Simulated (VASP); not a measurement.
Set up this calculation in VASP 6.6.1, as the native input.

* Task: relaxation of shape and atoms at fixed volume
* Functional: PBE
* Dispersion: D3(BJ)
* Potentials or basis: VASP PAW PBE potentials, release 64 (Sb)
* Cutoff: 600 eV
* k mesh: 12 × 12 × 12
* Occupations: gaussian, width 0.1 eV
* Spin: no spin polarisation
* Dipole correction: no
* Further INCAR settings: ALGO = Normal; EDIFF = 1e-07; IBRION = 2; EDIFFG = -0.01; NSW = 50; ISIF = 4

The structure of Sb lies in POSCAR:

```
Sb
1.0
    2.0912797273      1.2074009136      3.4595676908
   -2.0912797273      1.2074009136      3.4595676908
    0.0000000000     -2.4148018269      3.4595676909
Sb
2
Direct
    0.2412164702      0.2412164702      0.2412164702
    0.7587835298      0.7587835298      0.7587835298
```

One way to write it, as run:

INCAR

```
ALGO     = Normal         # electronic algorithm
EDIFF    = 1E-7           # SCF threshold, eV
EDIFFG   = -0.01          # ionic threshold
ENCUT    = 600            # plane-wave cutoff, eV
GGA      = PE             # functional
IBRION   = 2              # ionic algorithm
ISIF     = 4              # what is computed and relaxed
ISMEAR   = 0              # smearing method
IVDW     = 12             # dispersion correction
LASPH    = T              # aspherical terms in the spheres
LCHARG   = F              # write CHGCAR
LREAL    = F              # projectors in reciprocal space
LWAVE    = F              # write WAVECAR
NELM     = 60             # most SCF steps
NSW      = 50             # ionic steps
PREC     = Accurate       # precision mode
SIGMA    = 0.1            # smearing width, eV
```

KPOINTS

```
k-points
0
Gamma
  12 12 12
```

Potentials or basis: VASP PAW PBE potentials, release 64 (Sb).

The run is started by

```bash
$ cat potpaw_PBE.64/Sb/POTCAR > POTCAR
$ mpirun -np 1 vasp_std > vasp.out
```

It gave:

```yaml
Energy_gained_by_relaxing: 4.1 meV/atom
Ionic_steps: 9
Pressure_after_relaxing: 7.2 GPa
Band_gap_on_the_k_mesh: zero (bands 5 and 6 overlap by 1.06 eV)
Dispersion_energy_per_atom: -0.546 eV
```

Caveat: spin-orbit coupling is left out, which moves the levels of the heavy elements.

Wall time 8.9 min on 1 thread of Intel Xeon 8259CL (shared host), peak memory 0.29 GiB.
